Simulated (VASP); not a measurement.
Set up this calculation in VASP 6.6.1, as the native input.

```yaml
Task: single point
Functional: PBE
Potentials_or_basis: VASP PAW PBE potentials, release 64 (Mg, S)
Cutoff: 600 eV
k_mesh: 2 × 2 × 2
Occupations: gaussian, width 0.01 eV
Spin: no spin polarisation
Dipole_correction: no
Further_INCAR_settings: ALGO = Normal; EDIFF = 1e-06; NBANDS = 11
```

The structure of MgS lies in POSCAR:

```
MgS
1.0
    0.0000000000      2.5273321600      2.5273321600
    2.5273321600      0.0000000000      2.5273321600
    2.5273321600      2.5273321600      0.0000000000
Mg S
1 1
Direct
    0.0000000000      0.0000000000      0.0000000000
    0.5000000000      0.5000000000      0.5000000000
```

These files were run (other wordings do the same):

INCAR

```
PREC     = Accurate       # precision mode
ENCUT    = 600            # plane-wave cutoff, eV
EDIFF    = 1E-6           # SCF threshold, eV
ISMEAR   = 0              # smearing method
SIGMA    = 0.01           # smearing width, eV
LREAL    = F              # projectors in reciprocal space
LASPH    = T              # aspherical terms in the spheres
NELM     = 120            # most SCF steps
ALGO     = Normal         # electronic algorithm
ISIF     = 2              # what is computed and relaxed
LWAVE    = F              # write WAVECAR
LCHARG   = T              # write CHGCAR
GGA      = PE             # functional
LELF     = T              # ELF
LVHAR    = T            
NBANDS   = 11             # bands
GGA_COMPAT= F
```

KPOINTS

```
Automatic mesh
0
Gamma
  2 2 2
```

Potentials or basis: VASP PAW PBE potentials, release 64 (Mg, S).

Command:

```bash
$ cat potpaw_PBE.64/Mg/POTCAR potpaw_PBE.64/S/POTCAR > POTCAR
$ mpirun -np 1 vasp_std > vasp.out
```

It gave:

```yaml
Pressure: 17.6 GPa
Band_gap_on_the_k_mesh: 2.63 eV, indirect (least direct gap 4.32 eV)
```

Caveat: the k points lie up to 1.08 Å⁻¹ apart.

Run time: 5.4 s on 1 thread of Intel(R) Xeon(R) Platinum 8259CL CPU @ 2.50GHz (Skylake/Cascade Lake), on a shared host, peak memory 0.16 GiB.
